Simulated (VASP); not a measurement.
TiN (Osbornite), 2 atoms in the cell. The structure is cubic, space group Fm-3m (No. 225). The conventional cell has a = 4.348 Å, b = 4.348 Å, c = 4.348 Å, α = 90.00°, β = 90.00°, γ = 90.00°. Within 2.9 Å of Ti (site symmetry m-3m) lie 6 N at 2.17 Å. N (site symmetry m-3m) has 6 Ti at 2.17 Å within 2.9 Å. 

```yaml
Program: VASP 6.6.1
Task: single point
Functional: LDA
Potentials_or_basis: VASP PAW LDA potentials, release 64 (Ti_sv, N)
Cutoff: 520 eV
k_mesh: 12 × 12 × 12
Occupations: methfessel-paxton, width 0.1 eV
Spin: no spin polarisation
Dipole_correction: no
Further_INCAR_settings: ALGO = Normal; EDIFF = 1e-06; NBANDS = 16
```

Potentials or basis: VASP PAW LDA potentials, release 64 (Ti_sv, N).

The run is started by

```sh
$ cat potpaw_LDA.64/Ti_sv/POTCAR potpaw_LDA.64/N/POTCAR > POTCAR
$ mpirun -np 1 vasp_std > vasp.out
```

Hardware: 1 thread of AMD EPYC 7R13, on a shared host.

How long does it take, and how much memory?

Run time: 50 s on 1 thread of AMD EPYC 7R13, on a shared host, peak memory 0.11 GiB. Counts: scf iterations 15, k points 72.
